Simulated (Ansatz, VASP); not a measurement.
## Two plane-wave programs on Sn2Se

```
CELL_PARAMETERS angstrom
5.66581 0.00000 0.00000
0.00000 5.66581 0.00000
0.00000 0.00000 3.01477
ATOMIC_POSITIONS crystal
Sn 0.00000 0.50000 0.50000
Sn 0.50000 0.00000 0.50000
Se 0.50000 0.50000 0.50000
```

Alike in both runs: task relaxation of cell and atoms; functional PBE; k mesh 8 × 8 × 16; occupations gaussian, width 0.1 eV; no spin polarisation.

|  | VASP | Ansatz |
| --- | --- | --- |
| version | VASP 6.6.1 | Ansatz 0.2.0 |
| potentials or method | VASP PAW PBE potentials, release 64 (Sn_d, Se), cutoff 600 eV | scalar-relativistic, plane waves, PAW |
| valence electrons in the cell | 34 | 44 |

```tsv
	VASP	Ansatz	Ansatz less VASP
gap on the k mesh at the Fermi level, each at its own relaxed structure (eV)	none	none	-
relaxed volume (Å³/atom)	33.75	33.76	+0.012
relaxed cell length with the largest relative difference (Å)	3.056	3.057	+0.0006
```

A gap of «none» marks a metal or a gap that the smearing closes. VASP's potentials hold 34 valence electrons a cell and Ansatz's 44, so a difference there can come from the potentials and not from the codes.
